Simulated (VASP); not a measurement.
# SnO2 (Pnnm) in VASP: relaxation of shape and atoms at fixed volume with LDA

Aim: the relaxation of shape and atoms at fixed volume of SnO2 with LDA.

Everything below comes from runs of VASP 6.6.1. Logs are shortened: lines on timing, memory, paths and dates and some standing lists are left out, and cuts for length are marked.

**1. The cell of the first run**

Symmetry: Pnnm, No. 58, orthorhombic system. Conventional cell: a = 4.429 Å, b = 4.570 Å, c = 3.093 Å, α = 90.00°, β = 90.00°, γ = 90.00°. Within 2.6 Å of Sn (site symmetry 2/m) lie 6 O at 1.96 to 1.99 Å. Within 2.6 Å of O (site symmetry m) lie 3 Sn at 1.96 to 1.99 Å and 1 O at 2.51 Å.

**2. Relaxation of shape and atoms at fixed volume, LDA (10.44 Å³/atom)**

The input, INCAR:

```
SYSTEM = SnO2
PREC = Accurate ; ENCUT = 600
EDIFF = 1E-6 ; ISMEAR = 0
SIGMA = 0.02 ; LREAL = .False.
LASPH = .True. ; NELM = 60
ALGO = Normal ; ISIF = 4
LWAVE = .False. ; LCHARG = .False.
GGA = CA ; IBRION = 2
NSW = 50 ; EDIFFG = -0.01
```

The input, KPOINTS:

```
regular mesh
0
Gamma
  6 6 8
  0 0 0
```

The input, POSCAR:

```
SnO2
1.0
    4.4293194907      0.0000000000      0.0000000000
    0.0000000000      4.5697914665      0.0000000000
    0.0000000000      0.0000000000      3.0933860953
Sn O
2 4
Direct
    0.5000000000      0.5000000000      0.5000000000
    0.0000000000      0.0000000000      0.0000000000
    0.2704763908      0.3393774681      0.0000000000
    0.7704763908      0.1606225319      0.5000000000
    0.2295236092      0.8393774681      0.5000000000
    0.7295236092      0.6606225319      0.0000000000
```

Potentials or basis: VASP PAW LDA potentials, release 64 (Sn_d, O).

On the command line:

```
$ cat potpaw_LDA.64/Sn_d/POTCAR potpaw_LDA.64/O/POTCAR > POTCAR
$ mpirun -np 1 vasp_std > vasp.out
```

OUTCAR:

```text
SYSTEM = SnO2
   PREC = Accurate
   ENCUT = 600
   EDIFF = 1E-6
   ISMEAR = 0
   LREAL = .False.
   LASPH = .True.
   NELM = 60
   ISIF = 4
   GGA = CA
   IBRION = 2
   NSW = 50
   EDIFFG = -0.01

 ion  position               nearest neighbor table
   1  0.500  0.500  0.500-   4 1.96   5 1.96   3 1.99   6 1.99   3 1.99   6 1.99   2 3.54   2 3.54
                             2 3.54   2 3.54   2 3.54   2 3.54   2 3.54   2 3.54
   2  0.000  0.000  0.000-   3 1.96   6 1.96   5 1.99   4 1.99   4 1.99   5 1.99   1 3.54   1 3.54
                             1 3.54   1 3.54   1 3.54   1 3.54   1 3.54   1 3.54
   3  0.270  0.339  0.000-   2 1.96   1 1.99   1 1.99
   4  0.770  0.161  0.500-   1 1.96   2 1.99   2 1.99
   5  0.230  0.839  0.500-   1 1.96   2 1.99   2 1.99
   6  0.730  0.661  0.000-   2 1.96   1 1.99   1 1.99

  LATTYP: Found a simple orthorhombic cell.
 ALAT       =     3.0933860953
 B/A-ratio  =     1.4318676538
 C/A-ratio  =     1.4772780784

  Lattice vectors:

 A1 = (   0.0000000000,   0.0000000000,   3.0933860953)
 A2 = (   4.4293194907,   0.0000000000,   0.0000000000)
 A3 = (   0.0000000000,   4.5697914665,   0.0000000000)

Analysis of symmetry for initial positions (statically):
=====================================================================
 Subroutine PRICEL returns:
 Original cell was already a primitive cell.

 Routine SETGRP: Setting up the symmetry group for a
 simple orthorhombic supercell.

 Subroutine GETGRP returns: Found  8 space group operations
 (whereof  4 operations were pure point group operations)
 out of a pool of  8 trial point group operations.

The static configuration has the point symmetry C_2h.
 The point group associated with its full space group is D_2h.

Analysis of symmetry for dynamics (positions and initial velocities):
=====================================================================
 Subroutine PRICEL returns:
 Original cell was already a primitive cell.

 Routine SETGRP: Setting up the symmetry group for a
 simple orthorhombic supercell.

 Subroutine GETGRP returns: Found  8 space group operations
 (whereof  4 operations were pure point group operations)
 out of a pool of  8 trial point group operations.

The dynamic configuration has the point symmetry C_2h.
 The point group associated with its full space group is D_2h.

 Subroutine INISYM returns: Found  8 space group operations
 (whereof  4 operations are pure point group operations),
 and found     1 'primitive' translations
[... 125 lines left out ...]
  Fermi-wavevector in a.u.,A,eV,Ry     =   1.538816  2.907941 32.217991  2.367956
  Thomas-Fermi vector in A             =   2.645132
   LORBIT       =      0    0 simple, 1 ext, 2 COOP (PROOUT), +10 PAW based schemes
   GGA     = CA    functional components
   LHFCALC =     F    Hartree Fock is set to
   AEXX    =    0.0000 exact exchange contribution
   IVDW    =     0    specifies the selected vdW correction
   LEPSILON=     F    determine dielectric tensor
   LRPA    =     F    only Hartree local field effects (RPA)
 conjugate gradient relaxation of ions
 non-spin polarized calculation
 Gauss-broadening in eV      SIGMA  =   0.02
  energy-cutoff  :      600.00
  volume of cell :       62.61
 maximum number of plane-waves:      2112
 NGX is ok and might be reduce to    36
   NGX = 17   NGY = 19   NGZ = 13

--------------------------------------- Ionic step        1  -------------------------------------------

 number of electron      52.0000002 magnetization

 Free energy of the ion-electron system (eV)
  ---------------------------------------------------
  ext. energy  EPLUGINS =         0.00000000
  ---------------------------------------------------
  free energy    TOTEN  =       -41.46740540 eV

  energy without entropy =      -41.46740540  energy(sigma->0) =      -41.46740540

------------------------ aborting loop because EDIFF is reached ----------------------------------------

  FORCE on cell =-STRESS in cart. coord.  units (eV):
  Direction    XX          YY          ZZ          XY          YZ          ZX
  --------------------------------------------------------------------------------------
  -------------------------------------------------------------------------------------
  Total       12.5552040     12.6348258     13.6658089      0.0000000      0.0000000      0.0000000
  in kB      321.2675324    323.3049265    349.6861290      0.0000000      0.0000000      0.0000000
  external PRESSURE =     331.4195293 kB  Pullay stress =       0.0000000 kB
[... 101 lines left out ...]
  FREE ENERGIE OF THE ION-ELECTRON SYSTEM (eV)
  ---------------------------------------------------
  free  energy   TOTEN  =       -41.4721627797 eV

  energy  without entropy=      -41.4721627797  energy(sigma->0) =      -41.47216278

[... ionic steps 4 to 14 ...]

--------------------------------------- Ionic step       15  -------------------------------------------

 number of electron      51.9999991 magnetization

------------------------ aborting loop because EDIFF is reached ----------------------------------------
[... 75 lines left out ...]
--------------------------------------- Ionic step       17  -------------------------------------------

 number of electron      51.9999992 magnetization

 Free energy of the ion-electron system (eV)
  ---------------------------------------------------
  ext. energy  EPLUGINS =         0.00000000
  ---------------------------------------------------
  free energy    TOTEN  =       -41.48882511 eV

  energy without entropy =      -41.48882511  energy(sigma->0) =      -41.48882511

 E-fermi :   7.3811     XC(G=0): -12.5643

 val. band max:        7.2217407316   @ k =   0.3333   0.0000   0.0000
 cond. band min:      10.0979916701   @ k =   0.0000   0.0000   0.0000
 fundamental gap:      2.8762509385
 Fermi energy:         7.3811158247

 k-point     1 :       0.0000    0.0000    0.0000
  band No.  band energies     occupation
      1     -13.6678      2.00000
      2     -12.6959      2.00000
      3     -12.2349      2.00000
      4     -12.1760      2.00000
      5     -12.1588      2.00000
      6     -12.1293      2.00000
[... 805 lines left out ...]
     30      15.0556      0.00000
     31      19.0949      0.00000

 [... further k-points ...]

------------------------ aborting loop because EDIFF is reached ----------------------------------------

  FORCE on cell =-STRESS in cart. coord.  units (eV):
  Direction    XX          YY          ZZ          XY          YZ          ZX
  --------------------------------------------------------------------------------------
  -------------------------------------------------------------------------------------
  Total       11.8377751     11.8730103     11.8416100     -0.0000000      0.0000000      0.0000000
  in kB      302.9096763    303.8112900    303.0078058     -0.0000000      0.0000000      0.0000000
  external PRESSURE =     303.2429241 kB  Pullay stress =       0.0000000 kB
[... 21 lines left out ...]
  FREE ENERGIE OF THE ION-ELECTRON SYSTEM (eV)
  ---------------------------------------------------
  free  energy   TOTEN  =       -41.4888251090 eV

  energy  without entropy=      -41.4888251090  energy(sigma->0) =      -41.48882511

 reached required accuracy - stopping structural energy minimisation
```

It took 14 min on 1 thread of Intel Xeon 6975P-C (Granite Rapids), shared host; peak memory 0.27 GiB.

What came out:

| Item | Value |
| --- | --- |
| Free energy | -41.4888 eV |
| Energy gained by relaxing | 3.6 meV/atom |
| Ionic steps | 17 |
| Pressure after relaxing | 30.3 GPa |
| Largest force after relaxing | 0.007 eV/Å |
| Band gap on the k mesh | 2.88 eV (least direct gap 2.96 eV) |

Forces on the atoms (eV/Å):
```
Sn   0.000  0.000  0.000
Sn   0.000  0.000  0.000
O    0.000  0.007  0.000
O    0.000 -0.007  0.000
O    0.000  0.007  0.000
O    0.000 -0.007  0.000
```

Stress tensor (GPa, compression positive):
```
30.29  0.00  0.00
 0.00 30.38  0.00
 0.00  0.00 30.30
```

The path:
```tsv
step	energy change (eV)	largest force (eV/Å)	pressure (GPa)	volume (Å³)
1	0.0000	0.1739	33.14	62.61
2	-0.0044	0.2031	32.38	62.61
3	-0.0048	0.1603	32.51	62.61
4	-0.0092	0.1114	32.15	62.61
5	-0.0122	0.1115	31.46	62.61
6	-0.0163	0.0835	31.13	62.61
7	-0.0205	0.0198	30.38	62.61
8	-0.0206	0.0120	30.26	62.61
9	-0.0209	0.0305	30.33	62.61
10	-0.0209	0.0432	30.35	62.61
11	-0.0211	0.0168	30.44	62.61
12	-0.0211	0.0109	30.47	62.61
13	-0.0213	0.0106	30.44	62.61
14	-0.0213	0.0102	30.39	62.61
15	-0.0214	0.0105	30.39	62.61
16	-0.0214	0.0136	30.37	62.61
17	-0.0214	0.0069	30.32	62.61
```

Final structure:
```cif
data_structure
_symmetry_space_group_name_H-M 'P 1'
_symmetry_Int_Tables_number 1
_cell_length_a 4.4248
_cell_length_b 4.5564
_cell_length_c 3.1057
_cell_angle_alpha 90.000
_cell_angle_beta 90.000
_cell_angle_gamma 90.000
_cell_volume 62.61
loop_
_atom_site_label
_atom_site_type_symbol
_atom_site_fract_x
_atom_site_fract_y
_atom_site_fract_z
_atom_site_occupancy
Sn1 Sn 0.50000 0.50000 0.50000 1
Sn2 Sn 0.00000 0.00000 0.00000 1
O1 O 0.26068 0.34944 0.00000 1
O2 O 0.76068 0.15056 0.50000 1
O3 O 0.23932 0.84944 0.50000 1
O4 O 0.73932 0.65056 0.00000 1
```

Caveat: spin-orbit coupling is left out, which moves the levels of the heavy elements. A k mesh can miss the band edges.
